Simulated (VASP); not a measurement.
Rb, 2 atoms in the cell. It takes space group Cmcm (No. 63, orthorhombic). Conventional cell: a = 5.076 Å, b = 8.889 Å, c = 8.659 Å, α = 90.00°, β = 90.00°, γ = 90.00°. 

- Program: VASP 6.6.1
- Task: single point
- Functional: LDA
- Potentials or basis: VASP PAW LDA potentials, release 64 (Rb_sv)
- Cutoff: 520 eV
- k mesh: 8 × 8 × 4
- Occupations: fermi-dirac, width 0.1 eV
- Spin: no spin polarisation
- Dipole correction: no
- Further INCAR settings: ALGO = Normal; EDIFF = 1e-06; NBANDS = 16

Potentials or basis: VASP PAW LDA potentials, release 64 (Rb_sv).

The run is started by

```bash
$ cat potpaw_LDA.64/Rb_sv/POTCAR > POTCAR
$ mpirun -np 1 vasp_std > vasp.out
```

Hardware: 1 thread of Intel(R) Xeon(R) 6975P-C (Granite Rapids), with other jobs on the host.

Task: How long does it take, and how much memory?

Result: Wall time 94 s on 1 thread of Intel(R) Xeon(R) 6975P-C (Granite Rapids), on a shared host, peak memory 0.33 GiB. Counts: scf iterations 11, k points 63.
